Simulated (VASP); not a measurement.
Runs of VASP 6.6.1 on In. The structure is that of space group P6_3/mmc (No. 194), or close to it. The cells are those of the table. This isn't the form of In at room conditions, which is tetragonal.

```tsv
task	cell	k mesh	cutoff (eV)	gap on the mesh (eV)	pressure (GPa)
single point	a = 3.412, b = 3.412, c = 5.483 Å, angles 90.0, 90.0, 120.0°, 2 atoms	12 × 12 × 6	520	none	(b)
single point	a = 3.512, b = 3.512, c = 5.644 Å, angles 90.0, 90.0, 120.0°, 2 atoms	12 × 12 × 6	520	none	1.0
single point	a = 3.607, b = 3.607, c = 5.797 Å, angles 90.0, 90.0, 120.0°, 2 atoms	12 × 12 × 6	520	none	-0.7
single point	a = 3.560, b = 3.560, c = 5.721 Å, angles 90.0, 90.0, 120.0°, 2 atoms	12 × 12 × 6	520	none	0.0
single point	a = 3.653, b = 3.653, c = 5.870 Å, angles 90.0, 90.0, 120.0°, 2 atoms	12 × 12 × 6	520	none	(a)
single point	a = 3.560, b = 3.560, c = 5.721 Å, angles 90.0, 90.0, 120.0°, 2 atoms	11 × 11 × 6	520	none	0.0
single point	a = 3.697, b = 3.697, c = 5.942 Å, angles 90.0, 90.0, 120.0°, 2 atoms	12 × 12 × 6	520	none	-1.9
relaxation of cell and atoms	relaxed from a = 3.331, b = 3.331, c = 5.440 Å, angles 90.0, 90.0, 120.0°, 2 atoms	11 × 11 × 6	600	none	0.0
single point	a = 3.462, b = 3.462, c = 5.564 Å, angles 90.0, 90.0, 120.0°, 2 atoms	12 × 12 × 6	520	none	2.3
single point	a = 3.560, b = 3.560, c = 5.721 Å, angles 90.0, 90.0, 120.0°, 2 atoms	17 × 17 × 9	520	none	0.0
```

Alike in all rows: level BLYP; potentials or basis VASP PAW PBE potentials, release 64 (In_d); no spin polarisation; smearing fermi-dirac 0.1 eV.

Question: Estimate the missing entries.

Answer: (a) -1.4; (b) 3.9.

Caveats: the PAW data sets were made with another functional, which shifts forces and pressure a little; spin-orbit coupling is left out, which moves the levels of the heavy elements; the cell stands under pressure (at least some runs).

A k mesh can miss the band edges, and the runs leave out spin-orbit coupling on In.

A gap of «none» marks levels without a gap at the run's occupations.
